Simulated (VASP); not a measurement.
# BaTiO3 (R3m) in VASP: further runs, part 2 of 2

VASP 6.6.1. The steps go on from the part before.

## Step 5: Single point, PBEsol (volume scaled by 1.06)

Input file INCAR:

```
PREC     = Accurate       # precision mode
ENCUT    = 520            # plane-wave cutoff, eV
EDIFF    = 1E-6           # SCF threshold, eV
ISMEAR   = -1             # smearing method
SIGMA    = 0.05           # smearing width, eV
LREAL    = False          # projectors in reciprocal space
LASPH    = True           # aspherical terms in the spheres
NELM     = 60             # most SCF steps
ALGO     = Normal         # electronic algorithm
ISIF     = 2              # what is computed and relaxed
LWAVE    = False          # write WAVECAR
LCHARG   = False          # write CHGCAR
GGA      = PS             # functional
NBANDS   = 28             # bands
```

Input file KPOINTS:

```
Automatic mesh
0
Gamma
  7 7 7
```

Input file POSCAR:

```
BaTiO3
1.0
    2.8828192476      1.6643964686      2.3638637331
   -2.8828192476      1.6643964686      2.3638637331
    0.0000000000     -3.3287929373      2.3638637331
Ba Ti O
1 1 3
Direct
    0.0000000000      0.0000000000      0.0000000000
    0.4845000000      0.4845000000      0.4845000000
    0.5086000000      0.0175000000      0.5086000000
    0.0175000000      0.5086000000      0.5086000000
    0.5086000000      0.5086000000      0.0175000000
```

Launch:

```
> cat potpaw_PBE.64/Ba_sv/POTCAR potpaw_PBE.64/Ti_sv/POTCAR potpaw_PBE.64/O/POTCAR > POTCAR
> mpirun -np 1 vasp_std > vasp.out
```

Run time: 2.4 min. Hardware: 1 thread of AMD EPYC 7R13, shared host; peak memory 0.2 GiB.

Results (log left out):

* Free energy: -41.9119 eV
* Pressure: -8.3 GPa
* Largest force: 0.439 eV/Å
* Band gap on the k mesh: 2.25 eV, indirect (least direct gap 2.63 eV)

Forces in eV/Å, atoms in the order of the input:
```
Ba   0.000  0.000 -0.140
Ti   0.000  0.000 -0.439
O   -0.233  0.135  0.193
O    0.233  0.135  0.193
O    0.000 -0.269  0.193
```

Stress tensor (GPa, compression positive):
```
-8.47  0.00  0.00
 0.00 -8.47  0.00
 0.00  0.00 -8.06
```

Levels at points of the mesh, in eV from the valence-band top:
| k point | band 17 | band 18 | band 19 | band 20 | band 21 | band 22 | band 23 | band 24 |
| --- | --- | --- | --- | --- | --- | --- | --- | --- |
| (0.00, 0.00, 0.00) | -0.94 | -0.50 | -0.38 | -0.38 | 2.25 | 2.25 | 2.37 | 4.16 |

Caveat: the cell differs from its parent crystal (volume scaled by 1.06); the PAW data sets were made with another functional, which shifts forces and pressure a little; spin-orbit coupling is left out, which moves the levels of the heavy elements. A k mesh can miss the band edges.

## Step 6: Relaxation of cell and atoms, r2SCAN

This run uses another cell than the first one, of 12.84 Å³/atom, 0.962 times its volume.

POSCAR, as its differences from that of step 5:

```diff
@@ -2,5 +2,5 @@
 1.0
-    2.8828192476      1.6643964686      2.3638637331
-   -2.8828192476      1.6643964686      2.3638637331
-    0.0000000000     -3.3287929373      2.3638637331
+    2.8273666084      1.6323808724      2.3183934932
+   -2.8273666084      1.6323808724      2.3183934932
+    0.0000000000     -3.2647617449      2.3183934932
 Ba Ti O
```

Input file INCAR.step1:

```
PREC = Accurate
ENCUT = 600
ISMEAR = -1
SIGMA = 0.05
LREAL = False
LASPH = True
NELM = 80
GGA = PE
ALGO = Normal
EDIFF = 1E-4
LWAVE = True
LCHARG = False
```

Input file INCAR.step2:

```
PREC = Accurate
ENCUT = 600
EDIFF = 1E-6
ISMEAR = -1
SIGMA = 0.05
LREAL = False
LASPH = True
NELM = 80
ALGO = Normal
ISIF = 3
LWAVE = False
LCHARG = False
METAGGA = R2SCAN
LMIXTAU = True
IBRION = 2
NSW = 60
EDIFFG = -0.01
ISTART = 1
```

Input file KPOINTS:

```
regular mesh
0
Gamma
  7 7 7
```

Potentials or basis: VASP PAW PBE potentials, release 64 (Ba_sv, Ti_sv, O).

Launch:

```
> cat potpaw_PBE.64/Ba_sv/POTCAR potpaw_PBE.64/Ti_sv/POTCAR potpaw_PBE.64/O/POTCAR > POTCAR
> cp INCAR.step1 INCAR
> mpirun -np 1 vasp_std > vasp.out
> cp INCAR.step2 INCAR
> mpirun -np 1 vasp_std > vasp.out
```

OUTCAR:

```text
PREC = Accurate
   ENCUT = 600
   EDIFF = 1E-6
   ISMEAR = -1
   LREAL = False
   LASPH = True
   NELM = 80
   ISIF = 3
   METAGGA = R2SCAN
   IBRION = 2
   NSW = 60
   EDIFFG = -0.01
   ISTART = 1

 ion  position               nearest neighbor table
   1  0.000  0.000  0.000-   5 2.79   4 2.79   3 2.79   4 2.83   3 2.83   4 2.83   3 2.83   5 2.83
                             5 2.83   5 2.89   4 2.89   3 2.89   2 3.37   2 3.43   2 3.43   2 3.43
   2  0.484  0.484  0.484-   3 1.87   4 1.87   5 1.87   3 2.14   4 2.14   5 2.14   1 3.37   1 3.43
                             1 3.43   1 3.43   1 3.50   1 3.50   1 3.50   1 3.59
   3  0.509  0.017  0.509-   2 1.87   2 2.14   1 2.79   1 2.83   1 2.83   1 2.89
   4  0.017  0.509  0.509-   2 1.87   2 2.14   1 2.79   1 2.83   1 2.83   1 2.89
   5  0.509  0.509  0.017-   2 1.87   2 2.14   1 2.79   1 2.83   1 2.83   1 2.89

  LATTYP: Found a trigonal (rhomboedric) cell.
 ALAT       =     4.0042000000
 COS(alpha) =     0.0028448828

  Lattice vectors:

 A1 = (   2.8273666084,   1.6323808724,   2.3183934932)
 A2 = (  -2.8273666084,   1.6323808724,   2.3183934932)
 A3 = (   0.0000000000,  -3.2647617449,   2.3183934932)

Analysis of symmetry for initial positions (statically):
[... 180 lines left out ...]

------------------------ aborting loop because EDIFF is reached ----------------------------------------

  FORCE on cell =-STRESS in cart. coord.  units (eV):
  Direction    XX          YY          ZZ          XY          YZ          ZX
  --------------------------------------------------------------------------------------
  -------------------------------------------------------------------------------------
  Total        1.5411645      1.5411645      1.4656605      0.0000000     -0.0000000      0.0000000
  in kB       38.4607323     38.4607323     36.5764839      0.0000000     -0.0000000      0.0000000
  external PRESSURE =      37.8326495 kB  Pullay stress =       0.0000000 kB
[... 260 lines left out ...]
--------------------------------------- Ionic step        8  -------------------------------------------

 number of electron      39.9999998 magnetization

 Free energy of the ion-electron system (eV)
  ---------------------------------------------------
  ext. energy  EPLUGINS =         0.00000000
  ---------------------------------------------------
  free energy    TOTEN  =       -74.27929216 eV

  energy without entropy =      -74.27929216  energy(sigma->0) =      -74.27929216

 E-fermi :   4.4334     XC(G=0): -11.7601

 val. band max:        3.2221139947   @ k =   0.4286   0.4286   0.4286
 cond. band min:       6.0444056464   @ k =   0.0000   0.0000   0.0000
 fundamental gap:      2.8222916517
 Fermi energy:         4.4334302896

 k-point     1 :       0.0000    0.0000    0.0000
  band No.  band energies     occupation
      1     -55.3056      2.00000
      2     -30.4973      2.00000
      3     -30.4969      2.00000
      4     -30.4969      2.00000
      5     -22.2354      2.00000
      6     -14.4610      2.00000
[... 637 lines left out ...]
     23       7.5326      0.00000
     24       9.0589      0.00000

 [... further k-points ...]
[... 5 lines left out ...]
  --------------------------------------------------------------------------------------
  -------------------------------------------------------------------------------------
  Total       -0.0160623     -0.0160623      0.0027056      0.0000000     -0.0000000      0.0000000
  in kB       -0.3917020     -0.3917020      0.0659810      0.0000000     -0.0000000      0.0000000
  external PRESSURE =      -0.2391410 kB  Pullay stress =       0.0000000 kB
[... 20 lines left out ...]
  FREE ENERGIE OF THE ION-ELECTRON SYSTEM (eV)
  ---------------------------------------------------
  free  energy   TOTEN  =       -74.2792921566 eV

  energy  without entropy=      -74.2792921566  energy(sigma->0) =      -74.27929216

 reached required accuracy - stopping structural energy minimisation
```

OSZICAR.step1:

```text
N       E                     dE             d eps       ncg     rms          rms(c)
DAV:   1     0.491926637959E+03    0.49193E+03   -0.23219E+04  2112   0.201E+03
DAV:   2     0.262092781404E+01   -0.48931E+03   -0.48078E+03  2576   0.520E+02
DAV:   3    -0.481391437182E+02   -0.50760E+02   -0.49848E+02  3024   0.156E+02
DAV:   4    -0.505036544218E+02   -0.23645E+01   -0.23631E+01  3152   0.310E+01
DAV:   5    -0.505750182450E+02   -0.71364E-01   -0.71362E-01  2840   0.405E+00    0.239E+01
DAV:   6    -0.401015831491E+02    0.10473E+02   -0.74670E+01  3408   0.802E+01    0.102E+01
DAV:   7    -0.401428552114E+02   -0.41272E-01   -0.12753E+01  2752   0.271E+01    0.693E+00
DAV:   8    -0.399780520225E+02    0.16480E+00   -0.94141E-01  2816   0.973E+00    0.299E+00
DAV:   9    -0.400109080353E+02   -0.32856E-01   -0.26510E-01  2960   0.412E+00    0.121E+00
DAV:  10    -0.399983012445E+02    0.12607E-01   -0.10137E-01  2792   0.349E+00    0.365E-01
DAV:  11    -0.399977219337E+02    0.57931E-03   -0.53836E-03  2776   0.542E-01    0.710E-02
DAV:  12    -0.399978269937E+02   -0.10506E-03   -0.90932E-04  2496   0.228E-01    0.855E-02
DAV:  13    -0.399977319016E+02    0.95092E-04   -0.51900E-04  2424   0.237E-01
   1 F= -.39997732E+02 E0= -.39997732E+02  d E =-.527061E-11
```

Run time: 7.1 min. Hardware: 1 thread of Intel Xeon 6975P-C (Granite Rapids), shared host; peak memory 0.25 GiB.

What came out:

```yaml
Free_energy: -74.2793 eV
Relaxed_volume: 13.14 Å³/atom
Relaxed_cell: a = 4.035 Å, b = 4.035 Å, c = 4.035 Å, α = 89.82°, β = 89.82°, γ = 89.82°
Space_group_after_relaxing_to_0.05_Å: R3m (No. 160)
Energy_gained_by_relaxing: 3.4 meV/atom
Ionic_steps: 8
Pressure_after_relaxing: 0.0 GPa
Band_gap_on_the_k_mesh: 2.82 eV, indirect (least direct gap 3.21 eV)
```

Forces on the atoms (eV/Å):
```
Ba   0.000  0.000  0.001
Ti   0.000  0.000 -0.003
O   -0.003  0.001  0.001
O    0.003  0.001  0.001
O    0.000 -0.003  0.001
```

Step by step:
```
step  energy change (eV)  largest force (eV/Å)  pressure (GPa)  volume (Å³)
   1              0.0000                0.2557            3.78        64.20
   2              0.0093                0.3099           -4.29        67.06
   3             -0.0155                0.0907            0.04        65.44
   4             -0.0162                0.0610            0.03        65.50
   5             -0.0167                0.0481            0.01        65.61
   6             -0.0169                0.0248            0.02        65.64
   7             -0.0170                0.0058            0.02        65.67
   8             -0.0170                0.0030           -0.02        65.70
```

Final structure:
```xyz
5
Lattice="2.8487 1.6447 2.3370 -2.8487 1.6447 2.3370 0.0000 -3.2894 2.3370" Properties=species:S:1:pos:R:3 pbc="T T T"
Ba    0.0000    0.0000    6.9938
Ti    0.0000    0.0000    3.3952
O     1.3974   -0.8068    2.4245
O    -1.3974   -0.8068    2.4245
O     0.0000    1.6136    2.4245
```

Caveat: the PAW data sets were made with another functional, which shifts forces and pressure a little; spin-orbit coupling is left out, which moves the levels of the heavy elements.

## Step 7: The runs side by side

```csv
task,level,cell,cutoff (eV),gap on the mesh (eV),pressure (GPa),largest force (eV/Å)
single point,PBE,"a = 4.057 Å, angles 89.8°, 5 atoms",520,2.34,0.1,0.19
single point,PBE,"a = 4.083 Å, angles 89.8°, 5 atoms",520,2.29,-2.7,0.37
relaxation of cell and atoms,PBE,"relaxed to 30 GPa from a = 4.004 Å, angles 89.8°, 5 atoms",600,1.98,30.0,0.01
single point,PBEsol,"a = 4.083 Å, angles 89.8°, 5 atoms",520,2.25,-8.3,0.44
relaxation of cell and atoms,r2SCAN,"relaxed from a = 4.004 Å, angles 89.8°, 5 atoms",600,2.82,0.0,-
```

Alike in all rows: potentials or basis VASP PAW PBE potentials, release 64 (Ba_sv, Ti_sv, O); no spin polarisation; k mesh 7 × 7 × 7; smearing fermi-dirac 0.05 eV.

Caveats: spin-orbit coupling is left out, which moves the levels of the heavy elements; the PAW data sets were made with another functional, which shifts forces and pressure a little (some runs); the cell is relaxed towards a set pressure, so the enthalpy falls and the energy may rise (some runs).

Total energies depend on the potentials used, so only differences within one code and one set of settings carry meaning.
